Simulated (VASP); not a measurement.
Input of a VASP 6.6.1 run:

Contents of INCAR:

```
SYSTEM = Ag
PREC = Accurate
ENCUT = 520
EDIFF = 1E-6
ISMEAR = -1
SIGMA = 0.1
LREAL = .FALSE.
LASPH = .TRUE.
NELM = 80
ALGO = Normal
ISIF = 2
LWAVE = .FALSE.
LCHARG = .FALSE.
LDIPOL = .TRUE.
IDIPOL = 3
DIPOL = 0.5 0.5 0.500
GGA = CA
NBANDS = 18
```

File KPOINTS:

```
Automatic mesh
0
G
  12 8 1
  0 0 0
```

File POSCAR:

```
Ag
1.0
    2.8289222033      0.0000000000      0.0000000000
    0.0000000000      4.0007001469      0.0000000000
    0.0000000000      0.0000000000     17.4145000000
Ag
2
Direct
    0.2500000000      0.2500000000      0.4725355525
    0.7500000000      0.7500000000      0.5274644475
```

Potentials or basis: VASP PAW LDA potentials, release 64 (Ag).

The run is started by

```bash
$ cat potpaw_LDA.64/Ag/POTCAR > POTCAR
$ mpirun -np 1 vasp_std > vasp.out
```

**Question.** What does it give for the largest force?

**Answer.** 0.010 eV/Å.

**Question.** Estimate the band gap on the k mesh.

**Answer.** Zero (bands 11 and 12 overlap by 4.08 eV).

Forces in eV/Å, atoms in the order of the input:
```
Ag   0.000  0.000 -0.010
Ag   0.000  0.000  0.010
```
